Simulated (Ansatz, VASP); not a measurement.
Re: VASP beside Ansatz

File POSCAR:

```
Re
1.0
   -1.5269590433      1.5269590433      1.5269590433
    1.5269590433     -1.5269590433      1.5269590433
    1.5269590433      1.5269590433     -1.5269590433
Re
1
Direct
    0.0000000000      0.0000000000      0.0000000000
```

INCAR.step1

```
SYSTEM = Re
PREC = Accurate
ENCUT = 660
ISMEAR = -1
SIGMA = 0.1
LREAL = .FALSE.
LASPH = .TRUE.
NELM = 120
NBANDS = 10
GGA = PE
ALGO = Normal
EDIFF = 1E-5
LWAVE = .TRUE.
LCHARG = .FALSE.
GGA_COMPAT = .FALSE.
```

File INCAR.step2:

```
SYSTEM = Re
PREC = Accurate
ENCUT = 660
EDIFF = 1E-6
ISMEAR = -1
SIGMA = 0.1
LREAL = .FALSE.
LASPH = .TRUE.
NELM = 120
ALGO = Normal
ISIF = 2
LWAVE = .FALSE.
LCHARG = .FALSE.
METAGGA = R2SCAN
LMIXTAU = .TRUE.
NBANDS = 10
ISTART = 1
GGA_COMPAT = .FALSE.
```

Contents of KPOINTS:

```
Automatic mesh
0
G
  16 16 16
  0 0 0
```

Input for Ansatz:

```yaml
crystal:
  lattice:
    - [-1.5269590433, 1.5269590433, 1.5269590433]
    - [1.5269590433, -1.5269590433, 1.5269590433]
    - [1.5269590433, 1.5269590433, -1.5269590433]
  atoms:
    - { symbol: Re, position: [0.0, 0.0, 0.0] }
hamiltonian:
  xc: r2scan
  pseudopotentials:
    kind: paw
    azcp:
      Re: "pseudopotentials/Re.paw.azcp"
basis:
  ecutwfc: 500
  fft_grid_basis: typed
kpoints:
  mp_grid: { grid: [16, 16, 16], shift: [0, 0, 0] }
magnetization:
  spin_polarized: false
scf:
  occupations: { method: fermi_dirac, width: 0.1 }
  lower_state_search: "off"
output:
  stress: true
  write_density: true
  write_potential: true
  elf: true
  volumetric_format: npy
```

Alike in both runs: task single point; functional r2SCAN; k mesh 16 × 16 × 16; occupations fermi-dirac, width 0.1 eV; no spin polarisation.

```csv
,VASP,Ansatz
version,VASP 6.6.1,Ansatz 0.2.0
potentials or method,"VASP PAW PBE potentials, release 64 (Re), cutoff 660 eV","plane waves (500 eV) with PAW, scalar-relativistic"
valence electrons in the cell,7,15
```

```tsv
	VASP	Ansatz	Ansatz less VASP
pressure (GPa)	17.8	17.3	-0.53
```

VASP's potentials were made for PBE, not for r2SCAN. With one functional, cell and mesh, what is left measures potentials, basis and numerics. VASP's potentials hold 7 valence electrons a cell and Ansatz's 15, so a difference there can come from the potentials and not from the codes.

Neither program's run includes spin-orbit coupling.
